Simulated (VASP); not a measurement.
Set up this calculation in VASP 6.6.1, as the native input.

```
Task                   : relaxation of cell and atoms
Functional             : PBE
Potentials or basis    : VASP PAW PBE potentials, release 64 (Zr_sv, Si, F)
Cutoff                 : 600 eV
k mesh                 : 6 × 6 × 6
Occupations            : gaussian, width 0.1 eV
Spin                   : no spin polarisation
Dipole correction      : no
Further INCAR settings : ALGO = Normal; EDIFF = 1e-06; IBRION = 2; EDIFFG = -0.04; NSW = 90; ISIF = 3
```

The structure of Zr3Si2F lies in POSCAR:

```
Zr3Si2F
1.0
    2.5473121600      1.4706913600      4.1716668900
   -2.5473121600      1.4706913600      4.1716668900
    0.0000000000     -2.9413827300      4.1716668900
Zr Si F
3 2 1
Direct
    0.5000000000      0.0000000000      0.5000000000
    0.0000000000      0.5000000000      0.5000000000
    0.5000000000      0.5000000000      0.0000000000
    0.1240085700      0.1240085700      0.1240085700
    0.8759914300      0.8759914300      0.8759914300
    0.5000000000      0.5000000000      0.5000000000
```

The cell was generated, and may not be a known phase.

One way to write it, as run:

INCAR

```
SYSTEM = Zr3Si2F
PREC = Accurate
ENCUT = 600
EDIFF = 1E-6
ISMEAR = 0
SIGMA = 0.1
LREAL = .FALSE.
LASPH = .TRUE.
NELM = 100
ALGO = Normal
ISIF = 3
LWAVE = .FALSE.
LCHARG = .FALSE.
GGA = PE
IBRION = 2
NSW = 90
EDIFFG = -0.04
```

KPOINTS

```
regular mesh
0
G
  6 6 6
  0 0 0
```

Potentials or basis: VASP PAW PBE potentials, release 64 (Zr_sv, Si, F).

Command:

```console
$ cat potpaw_PBE.64/Zr_sv/POTCAR potpaw_PBE.64/Si/POTCAR potpaw_PBE.64/F/POTCAR > POTCAR
$ mpirun -np 1 vasp_std > vasp.out
```

It gave:

| Item | Value |
| --- | --- |
| Relaxed volume | 17.03 Å³/atom |
| Relaxed cell | a = 4.777 Å, b = 4.777 Å, c = 4.777 Å, α = 77.41°, β = 77.41°, γ = 77.41° |
| Space group after relaxing (to 0.1 Å) | R-3m (No. 166) |
| Energy gained by relaxing | 699.7 meV/atom |
| Ionic steps | 14 |
| Pressure after relaxing | 0.0 GPa |
| Band gap on the k mesh | zero (an odd number of electrons rules out a gap without spin polarisation) |

Caveat: an odd number of electrons without spin polarisation forces a metal; a magnetic or distorted state may lie lower.

Run time: 20 min on 1 thread of Intel(R) Xeon(R) Platinum 8559C (Emerald Rapids) (shared host), peak memory 0.33 GiB.
